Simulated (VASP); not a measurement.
Input of a VASP 6.6.1 run:

The input POSCAR:

```
La
1.0
    3.2081901383      0.0000000000      0.0000000000
    0.0000000000      3.2081901383      0.0000000000
    0.0000000000      0.0000000000      3.2081901383
La
1
Direct
    0.0000000000      0.0000000000      0.0000000000
```

INCAR.step1

```
SYSTEM = La
  PREC = Accurate
  ENCUT = 520
  ISMEAR = -1
  SIGMA = 0.1
  LREAL = .FALSE.
  LASPH = .TRUE.
  NELM = 60
  NBANDS = 12
  GGA = PE
  ALGO = Normal
  EDIFF = 1E-4
  LWAVE = .TRUE.
  LCHARG = .FALSE.
```

File INCAR.step2:

```
SYSTEM = La
  PREC = Accurate
  ENCUT = 520
  EDIFF = 1E-6
  ISMEAR = -1
  SIGMA = 0.1
  LREAL = .FALSE.
  LASPH = .TRUE.
  NELM = 60
  ALGO = Normal
  ISIF = 2
  LWAVE = .FALSE.
  LCHARG = .TRUE.
  METAGGA = R2SCAN
  LMIXTAU = .TRUE.
  LELF = .TRUE.
  LVHAR = .TRUE.
  NBANDS = 12
  ISTART = 1
```

The input KPOINTS:

```
Automatic mesh
0
G
  11 11 11
  0 0 0
```

Potentials or basis: VASP PAW PBE potentials, release 64 (La).

The run is started by

```sh
$ cat potpaw_PBE.64/La/POTCAR > POTCAR
$ cp INCAR.step1 INCAR
$ mpirun -np 1 vasp_std > vasp.out
$ cp INCAR.step2 INCAR
$ mpirun -np 1 vasp_std > vasp.out
```

(1) What does it give for the pressure?

(2) What does it give for the band gap on the k mesh?

Answers

(1) 2.4 GPa.

(2) zero (an odd number of electrons rules out a gap without spin polarisation).

Caveat: the PAW data sets were made with another functional, which shifts forces and pressure a little; spin-orbit coupling is left out, which moves the levels of the heavy elements.
